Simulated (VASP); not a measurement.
Runs of VASP 6.6.1 on IrPt2. The structure is that of space group P-3m1 (No. 164), or close to it. The cells are those of the table. 

```csv
task,spin,cell,k mesh,cutoff (eV),smearing,gap on the mesh (eV),pressure (GPa),largest force (eV/Å)
single point,"collinear, ferromagnetic start","a = 2.795, b = 2.795, c = 6.764 Å, angles 90.0, 90.0, 120.0°, 3 atoms",12 × 12 × 6,520,gaussian 0.1 eV,none,-0.2,0.03
single point,off,"a = 2.786, b = 2.786, c = 6.802 Å, angles 90.0, 90.0, 120.0°, 3 atoms",6 × 6 × 4,500,gaussian 0.1 eV,none,(a),0.07
relaxation of cell and atoms,off,"relaxed from a = 2.750, b = 2.750, c = 6.740 Å, angles 90.0, 90.0, 120.0°, 3 atoms",8 × 8 × 3,600,gaussian 0.2 eV,-,0.2,0.06
single point,off,"a = 3.714, b = 3.714, c = 4.485 Å, angles 90.0, 90.0, 120.0°, 3 atoms",7 × 7 × 5,500,gaussian 0.2 eV,none,-0.3,0.05
single point,off,"a = 2.786, b = 2.786, c = 6.802 Å, angles 90.0, 90.0, 120.0°, 3 atoms",8 × 8 × 3,520,gaussian 0.2 eV,none,-0.2,(b)
```

Alike in all rows: level PBE; potentials or basis VASP PAW PBE potentials, release 64 (Ir, Pt).

Problem. Estimate the missing entries.

Solution. (a) -0.5; (b) 0.02.

Caveats: some runs use coarse meshes; spin-orbit coupling is left out, which moves the levels of the heavy elements; the bands computed are all filled at some k points, so no gap is given (some runs); the relaxation stopped at a loose force limit of 0.08 eV/Å, so its end isn't a converged minimum (some runs).

A k mesh can miss the band edges, and the runs leave out spin-orbit coupling on Ir, Pt.

A gap of «none» marks levels without a gap at the run's occupations.
